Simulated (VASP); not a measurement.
# Ti2Al6H in VASP: single point with PBE+D3(BJ)

Aim: the single point of Ti2Al6H with PBE+D3(BJ).

Program: VASP 6.6.1. These are calculated values, not measurements. Logs are shortened: lines on timing, memory, paths and dates and some standing lists are left out, and cuts for length are marked.

### 1 The cell of the first run

The cell holds a slab with vacuum, 9 atoms: a = 5.024 Å, b = 5.024 Å, c = 21.219 Å, α = 90.00°, β = 90.00°, γ = 64.55°.

### 2 Single point, PBE+D3(BJ)

File INCAR:

```
PREC = Accurate
ENCUT = 520
EDIFF = 1E-6
ISMEAR = 0
SIGMA = 0.1
LREAL = False
LASPH = True
NELM = 60
ALGO = Normal
ISIF = 2
LWAVE = False
LCHARG = False
LDIPOL = True
IDIPOL = 3
DIPOL = 0.5 0.5 0.312
GGA = PE
IVDW = 12
NBANDS = 32
```

File KPOINTS:

```
regular mesh
0
Gamma
  6 6 1
```

File POSCAR:

```
Ti2Al6H
1.0
    5.0241861190      0.0000000000      0.0000000000
    2.1588814530      4.5367033218      0.0000000000
    0.0000000000      0.0000000000     21.2187109014
Al Ti H
6 2 1
Direct
    0.5000000000      0.0000000000      0.1885128658
    0.0000000000      0.5000000000      0.1885128658
    0.0000000000      0.0000000000      0.2517328341
    0.0000000000      0.5000000000      0.3193548961
    0.5000000000      0.0000000000      0.3193548961
    0.5000000000      0.5000000000      0.3826203646
    0.5000000000      0.5000000000      0.2517328341
    0.0000000000      0.0000000000      0.3797002555
    0.5000000000      0.8333333333      0.5287178356
```

Potentials or basis: VASP PAW PBE potentials, release 64 (Al, Ti_sv, H).

On the command line:

```
cat potpaw_PBE.64/Al/POTCAR potpaw_PBE.64/Ti_sv/POTCAR potpaw_PBE.64/H/POTCAR > POTCAR
mpirun -np 1 vasp_std > vasp.out
```

OUTCAR:

```text
PREC = Accurate
   ENCUT = 520
   EDIFF = 1E-6
   ISMEAR = 0
   LREAL = False
   LASPH = True
   NELM = 60
   ISIF = 2
   GGA = PE
   IVDW = 12
 IVDW          = 12

 ion  position               nearest neighbor table
   1  0.500  0.000  0.189-   2 2.68   2 2.68   5 2.78   7 2.85   7 2.85   3 2.85   3 2.85
   2  0.000  0.500  0.189-   1 2.68   1 2.68   4 2.78   3 2.85   3 2.85   7 2.85   7 2.85
   3  0.000  0.000  0.252-   7 2.68   7 2.68   8 2.72   2 2.85   2 2.85   1 2.85   1 2.85   4 2.89
                             4 2.89   5 2.89   5 2.89
   4  0.000  0.500  0.319-   5 2.68   5 2.68   2 2.78   8 2.82   8 2.82   6 2.85   6 2.85   3 2.89
                             3 2.89   7 2.89   7 2.89
   5  0.500  0.000  0.319-   4 2.68   4 2.68   1 2.78   8 2.82   8 2.82   6 2.85   6 2.85   7 2.89
                             7 2.89   3 2.89   3 2.89
   6  0.500  0.500  0.383-   8 2.68   8 2.68   7 2.78   5 2.85   5 2.85   4 2.85   4 2.85
   7  0.500  0.500  0.252-   3 2.68   3 2.68   6 2.78   1 2.85   1 2.85   2 2.85   2 2.85   5 2.89
                             5 2.89   4 2.89   4 2.89
   8  0.000  0.000  0.380-   6 2.68   6 2.68   3 2.72   4 2.82   4 2.82   5 2.82   5 2.82
   9  0.500  0.833  0.529-

  LATTYP: Found a base centered orthorhombic cell.
 ALAT       =     5.3657849248
 B/A-ratio  =     1.5833231892
 C/A-ratio  =     3.9544467769

  Lattice vectors:

 A1 = (  -2.1588814530,  -4.5367033218,   0.0000000000)
 A2 = (   5.0241861190,   0.0000000000,   0.0000000000)
 A3 = (   0.0000000000,   0.0000000000,  21.2187109014)

Analysis of symmetry for initial positions (statically):
=====================================================================
 Subroutine PRICEL returns:
 Original cell was already a primitive cell.

 Routine SETGRP: Setting up the symmetry group for a
 base centered orthorhombic supercell.

 Subroutine GETGRP returns: Found  1 space group operations
 (whereof  1 operations were pure point group operations)
 out of a pool of  8 trial point group operations.

The static configuration has the point symmetry C_1 .

Analysis of symmetry for dynamics (positions and initial velocities):
=====================================================================
 Subroutine PRICEL returns:
 Original cell was already a primitive cell.

 Routine SETGRP: Setting up the symmetry group for a
 base centered orthorhombic supercell.

 Subroutine GETGRP returns: Found  1 space group operations
 (whereof  1 operations were pure point group operations)
 out of a pool of  8 trial point group operations.

The dynamic configuration has the point symmetry C_1 .

 Subroutine INISYM returns: Found  1 space group operations
 (whereof  1 operations are pure point group operations),
 and found     1 'primitive' translations

----------------------------------------------------------------------------------------

                                     Primitive cell
[... 123 lines left out ...]
  Thomas-Fermi vector in A             =   1.822700
   LORBIT       =      0    0 simple, 1 ext, 2 COOP (PROOUT), +10 PAW based schemes
   GGA     = PE    functional components
   LHFCALC =     F    Hartree Fock is set to
   AEXX    =    0.0000 exact exchange contribution
   IVDW    =    12    specifies the selected vdW correction
   LEPSILON=     F    determine dielectric tensor
   LRPA    =     F    only Hartree local field effects (RPA)
 non-spin polarized calculation
 Gauss-broadening in eV      SIGMA  =   0.10
  energy-cutoff  :      520.00
  volume of cell :      483.64
 maximum number of plane-waves:     13072
 NGX is ok and might be reduce to    40
   NGX = 19   NGY = 19   NGZ = 79

 dipolmoment           0.000000      0.000000     -0.133450 electrons x Angstroem

 number of electron      43.0000009 magnetization

 dipolmoment           0.000000      0.000000      0.252870 electrons x Angstroem

 Free energy of the ion-electron system (eV)
  ---------------------------------------------------
  ext. energy  EPLUGINS =         0.00000000
  ---------------------------------------------------
  free energy    TOTEN  =       -36.91654008 eV

  energy without entropy =      -36.88064429  energy(sigma->0) =      -36.89859219

 E-fermi :  -1.4649     XC(G=0):  -4.0947

 val. band max:       -1.4838019758   @ k =   0.3333   0.0000   0.0000
 cond. band min:      -1.4552551364   @ k =   0.1667   0.0000   0.0000
 fundamental gap:      0.0285468394
 Fermi energy:        -1.4649109156

 k-point     1 :       0.0000    0.0000    0.0000
  band No.  band energies     occupation
      1     -58.4574      2.00000
      2     -58.0588      2.00000
      3     -34.8830      2.00000
      4     -34.7335      2.00000
      5     -34.5912      2.00000
      6     -34.4626      2.00000
[... 689 lines left out ...]
     31       1.7775      0.00000
     32       1.8905      0.00000

------------------------ aborting loop because EDIFF is reached ----------------------------------------

 vacuum level on the upper side and lower side of the slab       (xc-potential included)         0.815        -1.133

 Edisp (eV)   -2.02161

 E8    (eV) :    -0.9629

  FORCE on cell =-STRESS in cart. coord.  units (eV):
  Direction    XX          YY          ZZ          XY          YZ          ZX
  --------------------------------------------------------------------------------------
  -------------------------------------------------------------------------------------
  Total      -4.93653    -2.97394    -3.82978    -1.83843    -0.25660    -0.44483
  in kB     -16.35337    -9.85186   -12.68702    -6.09022    -0.85003    -1.47361
  external pressure =      -12.96 kB  Pullay stress =        0.00 kB

 VOLUME and BASIS-vectors are now :
 -----------------------------------------------------------------------------
  energy-cutoff  :      520.00
  volume of cell :      483.64
      direct lattice vectors                 reciprocal lattice vectors
     5.024186119  0.000000000  0.000000000     0.199037212 -0.094715858  0.000000000
     2.158881453  4.536703322  0.000000000     0.000000000  0.220424376  0.000000000
     0.000000000  0.000000000 21.218710901     0.000000000  0.000000000  0.047128216

 POSITION                                       TOTAL-FORCE (eV/Angst)
 -----------------------------------------------------------------------------------
      2.51209      0.00000      4.00000         0.004447     -0.053034      0.507312
      1.07944      2.26835      4.00000        -0.041080      0.018109      0.522842
      0.00000      0.00000      5.34145        -0.012620      0.010592     -0.568831
      1.07944      2.26835      6.77630         0.042292     -0.005641      0.032672
      2.51209      0.00000      6.77630         0.002930      0.021114     -0.084927
      3.59153      2.26835      8.11871         0.016783      0.065646      0.249292
      3.59153      2.26835      5.34145         0.034963      0.050580     -0.464667
      0.00000      0.00000      8.05675         0.102833     -0.038912      0.600415
      4.31116      3.78059     11.21871        -0.150548     -0.068454     -0.794108
 -----------------------------------------------------------------------------------
    total drift:                                0.000029      0.000069     -0.000268

  FREE ENERGIE OF THE ION-ELECTRON SYSTEM (eV)
  ---------------------------------------------------
  free  energy   TOTEN  =       -38.9381543530 eV

  energy  without entropy=      -38.9022585641  energy(sigma->0) =      -38.92020646

 vacuum level on the upper side and lower side of the slab         4.600         2.605
```

OSZICAR:

```text
N       E                     dE             d eps       ncg     rms          rms(c)
DAV:   1     0.265342167026E+03    0.26534E+03   -0.18169E+04  1592   0.103E+03
DAV:   2    -0.104113067108E+02   -0.27575E+03   -0.26854E+03  1576   0.270E+02
DAV:   3    -0.381129628036E+02   -0.27702E+02   -0.27317E+02  2120   0.732E+01
[... 20 lines left out ...]
DAV:  24    -0.369165275193E+02   -0.35516E-04   -0.91854E-06  1176   0.712E-03    0.710E-03
DAV:  25    -0.369165336025E+02   -0.60832E-05   -0.39134E-06  1192   0.419E-03    0.197E-03
DAV:  26    -0.369165376445E+02   -0.40420E-05   -0.52720E-07   944   0.197E-03    0.466E-04
DAV:  27    -0.369165395748E+02   -0.19303E-05   -0.15221E-07   968   0.134E-03    0.457E-04
DAV:  28    -0.369165400829E+02   -0.50803E-06   -0.46793E-08   992   0.911E-04
   1 F= -.38938154E+02 E0= -.38920206E+02  d E =-.358958E-01
```

Run time: 14 min. Hardware: 1 thread of Intel Xeon 8259CL, shared host; peak memory 0.7 GiB.

Results:

| Property | Result |
| --- | --- |
| Free energy | -38.9382 eV |
| Largest force | 0.811 eV/Å |
| Band gap on the k mesh | zero (an odd number of electrons rules out a gap without spin polarisation) |
| Dispersion energy per atom | -0.225 eV |

Forces on the atoms (eV/Å):
```
Al   0.004 -0.053  0.507
Al  -0.041  0.018  0.523
Al  -0.013  0.011 -0.569
Al   0.042 -0.006  0.033
Al   0.003  0.021 -0.085
Al   0.017  0.066  0.249
Ti   0.035  0.051 -0.465
Ti   0.103 -0.039  0.600
H   -0.151 -0.068 -0.794
```

Levels at points of the mesh, in eV from the Fermi level:
```tsv
k point	band 18	band 19	band 20	band 21	band 22	band 23	band 24	band 25
(0.00, 0.00, 0.00)	-1.10	-1.07	-1.01	-0.44	-0.24	-0.16	0.54	0.82
(0.50, 0.00, 0.00)	-0.75	-0.64	-0.27	-0.09	0.15	0.27	0.78	0.95
(0.00, 0.50, 0.00)	-0.66	-0.62	-0.28	-0.11	-0.02	0.28	0.78	0.94
(0.50, 0.50, 0.00)	-0.82	-0.36	-0.30	0.19	0.27	0.52	0.54	0.64
```

The gap in the log of VASP goes by the Fermi energy; the results here count the filled bands.